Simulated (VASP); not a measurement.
A run of VASP 6.6.1:

File INCAR:

```
PREC = Accurate
ENCUT = 600
EDIFF = 1E-7
ISMEAR = -1
SIGMA = 0.05
LREAL = False
LASPH = True
NELM = 100
ALGO = Normal
ISIF = 3
LWAVE = False
LCHARG = False
GGA = PS
IBRION = 2
NSW = 60
EDIFFG = -0.01
```

File KPOINTS:

```
Automatic mesh
0
Gamma
  10 10 10
```

File POSCAR:

```
Sc
1.0
    0.0000000000      2.2600000000      2.2600000000
    2.2600000000      0.0000000000      2.2600000000
    2.2600000000      2.2600000000      0.0000000000
Sc
1
Direct
    0.0000000000      0.0000000000      0.0000000000
```

Potentials or basis: VASP PAW PBE potentials, release 64 (Sc_sv).

Run with:

```sh
$ cat potpaw_PBE.64/Sc_sv/POTCAR > POTCAR
$ mpirun -np 1 vasp_std > vasp.out
```

Hardware: 1 thread of AMD EPYC 7R13 Processor (Zen 3) (shared host).

Question: How long does it take, and how much memory?

Answer: It took 24 s on 1 thread of AMD EPYC 7R13 Processor (Zen 3), on a shared host, peak memory 0.14 GiB. Counts: scf iterations 25, k points 47, ion steps 3.
